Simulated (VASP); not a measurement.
# W (Im-3m) in VASP: notebook

W is run at these levels: r2SCAN; tasks: single point, relaxation of volume and atoms at fixed shape.

Everything below comes from runs of VASP 6.6.1. Logs are shortened: lines on timing, memory, paths and dates and some standing lists are left out, and cuts for length are marked.

## (1) The cell of the first run

It takes space group Im-3m (No. 229, cubic). The conventional cell has a = 3.171 Å, b = 3.171 Å, c = 3.171 Å, α = 90.00°, β = 90.00°, γ = 90.00°. W (site symmetry m-3m) has 14 W at 2.75 to 3.17 Å within 3.6 Å.

## (2) Single point, r2SCAN

POSCAR

```
W
1.0
    3.1712347405      0.0000000000      0.0000000000
    0.0000000000      3.1712347405      0.0000000000
    0.0000000000      0.0000000000      3.1712347405
W
2
Direct
    0.0000000000      0.0000000000      0.0000000000
    0.5000000000      0.5000000000      0.5000000000
```

INCAR.step1

```
SYSTEM = W
PREC = Accurate ; ENCUT = 520
ISMEAR = 0 ; SIGMA = 0.05
LREAL = .False. ; LASPH = .True.
NELM = 60 ; NBANDS = 21
GGA = PE ; ALGO = Normal
EDIFF = 1E-4 ; LWAVE = .True.
LCHARG = .False.
```

INCAR.step2

```
SYSTEM = W
PREC = Accurate ; ENCUT = 520
EDIFF = 1E-6 ; ISMEAR = 0
SIGMA = 0.05 ; LREAL = .False.
LASPH = .True. ; NELM = 60
ALGO = Normal ; ISIF = 2
LWAVE = .False. ; LCHARG = .True.
METAGGA = R2SCAN ; LMIXTAU = .True.
LELF = .True. ; LVHAR = .True.
NBANDS = 21 ; ISTART = 1
```

KPOINTS

```
Automatic mesh
0
Gamma
  7 7 7
  0 0 0
```

Potentials or basis: VASP PAW PBE potentials, release 64 (W_sv).

Started as:

```bash
> cat potpaw_PBE.64/W_sv/POTCAR > POTCAR
> cp INCAR.step1 INCAR
> mpirun -np 1 vasp_std > vasp.out
> cp INCAR.step2 INCAR
> mpirun -np 1 vasp_std > vasp.out
```

OUTCAR:

```text
SYSTEM = W
   PREC = Accurate
   ENCUT = 520
   EDIFF = 1E-6
   ISMEAR = 0
   LREAL = .False.
   LASPH = .True.
   NELM = 60
   ISIF = 2
   METAGGA = R2SCAN
   ISTART = 1

 ion  position               nearest neighbor table
   1  0.000  0.000  0.000-   2 2.75   2 2.75   2 2.75   2 2.75   2 2.75   2 2.75   2 2.75   2 2.75

   2  0.500  0.500  0.500-   1 2.75   1 2.75   1 2.75   1 2.75   1 2.75   1 2.75   1 2.75   1 2.75

  LATTYP: Found a simple cubic cell.
 ALAT       =     3.1712347405

  Lattice vectors:

 A1 = (   3.1712347405,   0.0000000000,   0.0000000000)
 A2 = (   0.0000000000,   3.1712347405,   0.0000000000)
 A3 = (   0.0000000000,   0.0000000000,   3.1712347405)

Analysis of symmetry for initial positions (statically):
=====================================================================
 Subroutine PRICEL returns following result:

  LATTYP: Found a body centered cubic cell.
 ALAT       =     3.1712347405

  Lattice vectors:

 A1 = (   1.5856173703,   1.5856173703,  -1.5856173703)
 A2 = (  -1.5856173703,   1.5856173703,   1.5856173703)
 A3 = (   1.5856173703,  -1.5856173703,   1.5856173703)

   2 primitive cells build up your supercell.

 Routine SETGRP: Setting up the symmetry group for a
 simple cubic supercell.

 Subroutine GETGRP returns: Found 48 space group operations
[... 5 lines left out ...]
Analysis of symmetry for dynamics (positions and initial velocities):
=====================================================================
 Subroutine PRICEL returns following result:

  LATTYP: Found a body centered cubic cell.
 ALAT       =     3.1712347405

  Lattice vectors:

 A1 = (   1.5856173703,   1.5856173703,  -1.5856173703)
 A2 = (  -1.5856173703,   1.5856173703,   1.5856173703)
 A3 = (   1.5856173703,  -1.5856173703,   1.5856173703)

   2 primitive cells build up your supercell.

 Routine SETGRP: Setting up the symmetry group for a
 simple cubic supercell.

 Subroutine GETGRP returns: Found 48 space group operations
[... 5 lines left out ...]
 Subroutine INISYM returns: Found 48 space group operations
 (whereof 48 operations are pure point group operations),
 and found     2 'primitive' translations

----------------------------------------------------------------------------------------
[... 78 lines left out ...]
   ISTART =      1    job   : 0-new  1-cont  2-samecut
   ICHARG =      0    charge: 1-file 2-atom 10-const
   ISPIN  =      1    spin polarized calculation?
   LNONCOLLINEAR =      F non collinear calculations
   LSORBIT =      F    spin-orbit coupling
   LASPH  =      T    aspherical Exc in radial PAW
   ENCUT  =  520.0 eV  38.22 Ry    6.18 a.u.   5.90  5.90  5.90*2*pi/ulx,y,z
   NELM   =     60;   NELMIN=  2; NELMDL=  0     # of ELM steps
   EDIFF  = 0.1E-05   stopping-criterion for ELM
   LREAL  =      F    real-space projection
   EDIFFG = 0.1E-04   stopping-criterion for IOM
   NSW    =      0    number of steps for IOM
   IBRION =     -1    ionic relax: 0-MD 1-quasi-New 2-CG
   NFREE  =      0    steps in history (QN), initial steepest desc. (CG)
   ISIF   =      2    stress and relaxation
   ISYM   =      2    0-nonsym 1-usesym 2-fastsym
   POTIM  = 0.5000    time-step for ionic-motion
   TEBEG  =    0.0;   TEEND  =   0.0 temperature during run
   PSTRESS=    0.0 pullay stress
   NELECT =      28.0000    total number of electrons
   NUPDOWN=      -1.0000    fix difference up-down
   EMIN   =  10.00;   EMAX   =-10.00  energy-range for DOS
   EFERMI =   0.00;   METHOD = LEGACY
   ISMEAR =     0;   SIGMA  =   0.05  broadening in eV -4-tet -1-fermi 0-gaus
   EFERMI_NEDOS =   21; number of points for ismear=-14 and -15
   IALGO  =     38    algorithm
   IMIX   =      4    mixing-type and parameters
     AMIX     =   0.40;   BMIX     =  1.00
     AMIX_MAG =   1.60;   BMIX_MAG =  1.00
  volume/ion in A,a.u.               =      15.95       107.61
  Fermi-wavevector in a.u.,A,eV,Ry     =   1.567590  2.962315 33.434114  2.457338
  Thomas-Fermi vector in A             =   2.669747
   LORBIT       =      0    0 simple, 1 ext, 2 COOP (PROOUT), +10 PAW based schemes
   METAGGA = R2SCAN    functional components
   LHFCALC =     F    Hartree Fock is set to
   AEXX    =    0.0000 exact exchange contribution
   IVDW    =     0    specifies the selected vdW correction
   LEPSILON=     F    determine dielectric tensor
   LRPA    =     F    only Hartree local field effects (RPA)
 non-spin polarized calculation
 Gauss-broadening in eV      SIGMA  =   0.05
  energy-cutoff  :      520.00
  volume of cell :       31.89
 maximum number of plane-waves:       876
 NGX is ok and might be reduce to    24
   NGX = 11   NGY = 11   NGZ = 11

 number of electron      27.9999997 magnetization

 Free energy of the ion-electron system (eV)
  ---------------------------------------------------
  ext. energy  EPLUGINS =         0.00000000
  ---------------------------------------------------
  free energy    TOTEN  =      -102.66882698 eV

  energy without entropy =     -102.66720635  energy(sigma->0) =     -102.66801667

 E-fermi :  11.2786     XC(G=0): -14.9255

 val. band max:       11.2352570813   @ k =   0.2857   0.0000   0.0000
 cond. band min:      11.2800980447   @ k =   0.2857   0.2857   0.0000
 fundamental gap:      0.0448409634
 Fermi energy:        11.2786142879

 k-point     1 :       0.0000    0.0000    0.0000
  band No.  band energies     occupation
      1     -64.9391      2.00000
      2     -64.6829      2.00000
      3     -28.7439      2.00000
      4     -28.7439      2.00000
      5     -28.7439      2.00000
      6     -27.8055      2.00000
[... 469 lines left out ...]
     20      19.2445      0.00000
     21      21.9327      0.00000

------------------------ aborting loop because EDIFF is reached ----------------------------------------

  FORCE on cell =-STRESS in cart. coord.  units (eV):
  Direction    XX          YY          ZZ          XY          YZ          ZX
  --------------------------------------------------------------------------------------
  -------------------------------------------------------------------------------------
  Total        0.2365054      0.2365054      0.2365054     -0.0000000     -0.0000000      0.0000000
  in kB       11.8813699     11.8813699     11.8813699     -0.0000000     -0.0000000      0.0000000
  external PRESSURE =      11.8813699 kB  Pullay stress =       0.0000000 kB

 VOLUME and BASIS-vectors are now :
 -----------------------------------------------------------------------------
  energy-cutoff  :      520.00
  volume of cell :       31.89
      direct lattice vectors                 reciprocal lattice vectors
     3.171234741  0.000000000  0.000000000     0.315334588  0.000000000  0.000000000
     0.000000000  3.171234741  0.000000000     0.000000000  0.315334588  0.000000000
     0.000000000  0.000000000  3.171234741     0.000000000  0.000000000  0.315334588

 POSITION                                       TOTAL-FORCE (eV/Angst)
 -----------------------------------------------------------------------------------
      0.00000      0.00000      0.00000        -0.000000     -0.000000     -0.000000
      1.58562      1.58562      1.58562         0.000000      0.000000      0.000000
 -----------------------------------------------------------------------------------
    total drift:                                0.000000      0.000000     -0.000000

  FREE ENERGIE OF THE ION-ELECTRON SYSTEM (eV)
  ---------------------------------------------------
  free  energy   TOTEN  =      -102.6688269825 eV

  energy  without entropy=     -102.6672063513  energy(sigma->0) =     -102.66801667
```

OSZICAR.step1:

```text
N       E                     dE             d eps       ncg     rms          rms(c)
DAV:   1     0.270150410713E+03    0.27015E+03   -0.16047E+04   840   0.157E+03
DAV:   2    -0.183982899260E+02   -0.28855E+03   -0.28028E+03   945   0.455E+02
DAV:   3    -0.270562988042E+02   -0.86580E+01   -0.85374E+01   920   0.782E+01
DAV:   4    -0.271268305833E+02   -0.70532E-01   -0.70517E-01   945   0.786E+00
DAV:   5    -0.271276203511E+02   -0.78977E-03   -0.78977E-03   930   0.818E-01    0.293E+01
DAV:   6    -0.261400348023E+02    0.98759E+00   -0.11848E+00   929   0.106E+01    0.117E+01
DAV:   7    -0.258747914665E+02    0.26524E+00   -0.67420E-01   929   0.741E+00    0.922E-01
DAV:   8    -0.258657273072E+02    0.90642E-02   -0.11716E-02   880   0.111E+00    0.999E-02
DAV:   9    -0.258656996633E+02    0.27644E-04   -0.35468E-04   909   0.166E-01
   1 F= -.25865700E+02 E0= -.25864804E+02  d E =-.179138E-02
```

Wall time 23 s (1 thread of AMD EPYC 9R45 (Zen 5), shared host); peak memory 0.12 GiB.

What came out:

- Free energy: -102.6688 eV
- Pressure: 1.2 GPa
- Band gap on the k mesh: zero (band 14 reaches 11.34 eV, above the bottom of band 15 at 11.14 eV)

Levels at points of the mesh, in eV from the Fermi level:
```csv
k point,band 10,band 11,band 12,band 13,band 14,band 15,band 16,band 17,band 18,band 19
"(0.00, 0.00, 0.00)",-6.05,-6.05,-1.35,-1.35,-1.35,2.46,2.46,5.21,5.21,5.21
```

Caveat: the PAW data sets were made with another functional, which shifts forces and pressure a little; spin-orbit coupling is left out, which moves the levels of the heavy elements.

## (3) Relaxation of volume and atoms at fixed shape, r2SCAN

This run uses another cell than the first one, of 15.78 Å³/atom, 0.989 times its volume.

POSCAR

```
W
1.0
    3.1600000000      0.0000000000      0.0000000000
    0.0000000000      3.1600000000      0.0000000000
    0.0000000000      0.0000000000      3.1600000000
W
2
Direct
    0.0000000000      0.0000000000      0.0000000000
    0.5000000000      0.5000000000      0.5000000000
```

INCAR.step1

```
SYSTEM = W
  PREC = Accurate
  ENCUT = 600
  ISMEAR = 0
  SIGMA = 0.05
  LREAL = .False.
  LASPH = .True.
  NELM = 80
  GGA = PE
  ALGO = Normal
  EDIFF = 1E-4
  LWAVE = .True.
  LCHARG = .False.
```

INCAR.step2

```
SYSTEM = W
  PREC = Accurate
  ENCUT = 600
  EDIFF = 1E-7
  ISMEAR = 0
  SIGMA = 0.05
  LREAL = .False.
  LASPH = .True.
  NELM = 80
  ALGO = Normal
  ISIF = 8
  LWAVE = .False.
  LCHARG = .False.
  METAGGA = R2SCAN
  LMIXTAU = .True.
  IBRION = 2
  NSW = 80
  EDIFFG = -0.01
  ISTART = 1
```

KPOINTS

```
regular mesh
0
Gamma
  7 7 7
  0 0 0
```

Potentials or basis: VASP PAW PBE potentials, release 64 (W_sv).

Started as:

```bash
> cat potpaw_PBE.64/W_sv/POTCAR > POTCAR
> cp INCAR.step1 INCAR
> mpirun -np 1 vasp_std > vasp.out
> cp INCAR.step2 INCAR
> mpirun -np 1 vasp_std > vasp.out
```

Wall time 2 min (1 thread of AMD EPYC 9R45 (Zen 5), shared host); peak memory 0.14 GiB.

The run converged. Its results:

| Quantity | Value |
| --- | --- |
| Free energy | -102.6702 eV |
| Relaxed volume | 16.01 Å³/atom |
| Relaxed cell | a = 3.175 Å, b = 3.175 Å, c = 3.175 Å, α = 90.00°, β = 90.00°, γ = 90.00° |
| Space group after relaxing (to 0.05 Å) | Im-3m (No. 229) |
| Energy gained by relaxing | 3.3 meV/atom |
| Ionic steps | 4 |
| Pressure after relaxing | 0.0 GPa |
| Band gap on the k mesh | zero (band 14 reaches 11.29 eV, above the bottom of band 15 at 11.09 eV) |

Step by step:
```csv
step,energy change (eV),largest force (eV/Å),pressure (GPa),volume (Å³)
1,0.0000,0.0000,4.78,31.55
2,0.0799,0.0000,-15.16,33.75
3,-0.0067,0.0000,-0.10,32.02
4,-0.0067,0.0000,-0.01,32.01
```

Final structure:
```
W
1.0
     3.17517    0.00000    0.00000
     0.00000    3.17517    0.00000
     0.00000    0.00000    3.17517
W
2
Direct
  0.00000 0.00000 0.00000
  0.50000 0.50000 0.50000
```

Levels at points of the mesh, in eV from the Fermi level:
| k point | band 12 | band 13 | band 14 | band 15 | band 16 | band 17 |
| --- | --- | --- | --- | --- | --- | --- |
| (0.00, 0.00, 0.00) | -1.35 | -1.35 | -1.35 | 2.45 | 2.45 | 5.18 |

Caveat: the PAW data sets were made with another functional, which shifts forces and pressure a little; spin-orbit coupling is left out, which moves the levels of the heavy elements.
